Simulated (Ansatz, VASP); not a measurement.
# ZnS: VASP beside Ansatz

The input INCAR:

```
PREC = Accurate ; ENCUT = 520
EDIFF = 1E-8 ; ISMEAR = -1
SIGMA = 0.03 ; LREAL = F
LASPH = T ; NELM = 60
ALGO = Normal ; ISIF = 2
LWAVE = F ; LCHARG = F
GGA = PS ; LEFG = T
NBANDS = 26
```

Contents of KPOINTS:

```
Automatic mesh
0
Gamma
  8 8 5
```

Contents of POSCAR:

```
ZnS
1.0
    3.8236600001      0.0000000000      0.0000000000
   -1.9118300001      3.3113866955      0.0000000000
    0.0000000000      0.0000000000      6.2547111156
Zn S
2 2
Direct
    0.3333333333      0.6666666667      0.0000000000
    0.6666666667      0.3333333333      0.5000000000
    0.3333333333      0.6666666667      0.3850000000
    0.6666666667      0.3333333333      0.8850000000
```

Input for Ansatz:

```yaml
crystal:
  lattice:
    - [3.8236600001, 0.0, 0.0]
    - [-1.9118300001, 3.3113866955, 0.0]
    - [0.0, 0.0, 6.2547111156]
  atoms:
    - { symbol: Zn, position: [0.3333333333, 0.6666666667, 0.0] }
    - { symbol: Zn, position: [0.6666666667, 0.3333333333, 0.5] }
    - { symbol: S, position: [0.3333333333, 0.6666666667, 0.385] }
    - { symbol: S, position: [0.6666666667, 0.3333333333, 0.885] }
kpoints:
  mp_grid: { grid: [8, 8, 5] }
scf:
  occupations: { method: fermi_dirac, width: 0.03 }
hamiltonian:
  xc: pbesol
  pseudopotentials: { kind: all_electron, datasets: crystal }
output:
  forces: true
  stress: true
  eigenvalues: true
  efg: { contact_densities: true }
```

Change from the starting cell: volume scaled by 1.01, crystal datasets.

Alike in both runs: task electric field gradients; functional PBEsol; k mesh 8 × 8 × 5; occupations fermi-dirac, width 0.03 eV; no spin polarisation.

|  | VASP | Ansatz |
| --- | --- | --- |
| version | VASP 6.6.1 | Ansatz 0.2.0 |
| potentials or method | VASP PAW PBE potentials, release 64 (Zn, S), cutoff 520 eV | all-electron PAW with datasets made for the crystal, scalar-relativistic |

VASP gave:

| Property | Result |
| --- | --- |
| gap on the k mesh at the Fermi level (eV) | 2.07 |
| pressure (GPa) | -1.8 |
| traceless stress, the component that is largest in VASP (GPa) | -1.14 |
| rms of the force components (eV/Å) | 0.171 |
| size of Vzz on the site where it differs most (V/Å²) | 18.9 |

Question: What did Ansatz give for the same quantities?

Answer: gap on the k mesh at the Fermi level (eV): 2.07; pressure (GPa): -2.0; traceless stress, the component that is largest in VASP (GPa): -1.12; rms of the force components (eV/Å): 0.170; size of Vzz on the site where it differs most (V/Å²): 17.7.

VASP's potentials were made for PBE, not for PBEsol. Atom by atom the forces differ by 0.001 eV/Å (rms over components). Ansatz ran all-electron here, and VASP with PAW potentials.
